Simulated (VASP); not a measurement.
Runs of VASP 6.6.1 on InSb. The structure is that of space group F-43m (No. 216), or close to it. The cells are those of the table. 

```csv
level,potentials or basis,cell,gap on the mesh (eV),pressure (GPa)
PBE+D4,"VASP PAW PBE potentials, release 64 (In_d, Sb)","a = 4.581 Å, angles 60.0°, 2 atoms",none,1.3
PBEsol,"VASP PAW PBE potentials, release 64 (In_d, Sb)","a = 4.581 Å, angles 60.0°, 2 atoms",none,0.9
PBE+D4,"VASP PAW PBE potentials, release 64 (In_d, Sb)","a = 4.595 Å, angles 60.0°, 2 atoms",none,0.9
LDA,"VASP PAW LDA potentials, release 64 (In_d, Sb)","a = 4.501 Å, angles 60.0°, 2 atoms",none,2.2
PBEsol,"VASP PAW PBE potentials, release 64 (In_d, Sb)","a = 4.643 Å, angles 60.0°, 2 atoms",none,(a)
LDA,"VASP PAW LDA potentials, release 64 (In_d, Sb)","a = 4.623 Å, angles 60.0°, 2 atoms",none,-1.6
LDA,"VASP PAW LDA potentials, release 64 (In_d, Sb)","a = 4.563 Å, angles 60.0°, 2 atoms",none,0.1
PBE+D4,"VASP PAW PBE potentials, release 64 (In_d, Sb)","a = 4.626 Å, angles 60.0°, 2 atoms",none,(b)
```

Alike in all rows: task single point; no spin polarisation; k mesh 6 × 6 × 6; cutoff (eV) 520; smearing gaussian 0.05 eV.

Q: Fill in the values left out.

A: (a) -0.8; (b) 0.0.

Caveats: spin-orbit coupling is left out, which moves the levels of the heavy elements; pairwise dispersion overbinds metals, which lowers pressure and volume (some runs); the PAW data sets were made with another functional, which shifts forces and pressure a little (some runs).

A k mesh can miss the band edges, and the runs leave out spin-orbit coupling on In, Sb.

A gap of «none» marks levels without a gap at the run's occupations.
